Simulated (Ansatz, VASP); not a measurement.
Ti: VASP beside Ansatz

Contents of INCAR:

```
SYSTEM = Ti
  PREC = Accurate
  ENCUT = 520
  EDIFF = 1E-6
  ISMEAR = -1
  SIGMA = 0.1
  LREAL = .FALSE.
  LASPH = .TRUE.
  NELM = 100
  ALGO = Normal
  ISIF = 2
  LWAVE = .FALSE.
  LCHARG = .FALSE.
  GGA = RE
  NBANDS = 12
```

File KPOINTS:

```
Automatic mesh
0
G
  13 13 13
  0 0 0
```

Contents of POSCAR:

```
Ti
1.0
    2.6685349030      0.0000000000      0.0000000000
    0.0000000000      2.6685349030      0.0000000000
    0.0000000000      0.0000000000      2.6685349030
Ti
1
Direct
    0.0000000000      0.0000000000      0.0000000000
```

Input for Ansatz:

```yaml
crystal:
  lattice:
    - [2.668534903, 0.0, 0.0]
    - [0.0, 2.668534903, 0.0]
    - [0.0, 0.0, 2.668534903]
  atoms:
    - { symbol: Ti, position: [0.0, 0.0, 0.0] }
hamiltonian:
  xc: revpbe
  pseudopotentials:
    kind: paw
    azcp:
      Ti: "pseudopotentials/Ti.paw.azcp"
basis:
  ecutwfc: 420
  fft_grid_basis: typed
kpoints:
  mp_grid: { grid: [13, 13, 13], shift: [0, 0, 0] }
magnetization:
  spin_polarized: false
scf:
  occupations: { method: fermi_dirac, width: 0.1 }
  lower_state_search: "off"
output:
  stress: true
  write_density: true
  write_potential: true
  elf: true
  volumetric_format: npy
```

Alike in both runs: task single point; functional revPBE; k mesh 13 × 13 × 13; occupations fermi-dirac, width 0.1 eV; no spin polarisation.

|  | VASP | Ansatz |
| --- | --- | --- |
| version | VASP 6.6.1 | Ansatz 0.2.0 |
| potentials or method | VASP PAW PBE potentials, release 64 (Ti_sv), cutoff 520 eV | plane waves (420 eV) with PAW, scalar-relativistic |
| valence electrons in the cell | 12 | 12 |

|  | VASP | Ansatz | Ansatz less VASP |
| --- | --- | --- | --- |
| pressure (GPa) | -0.2 | -0.1 | +0.11 |

VASP's potentials were made for PBE, not for revPBE.
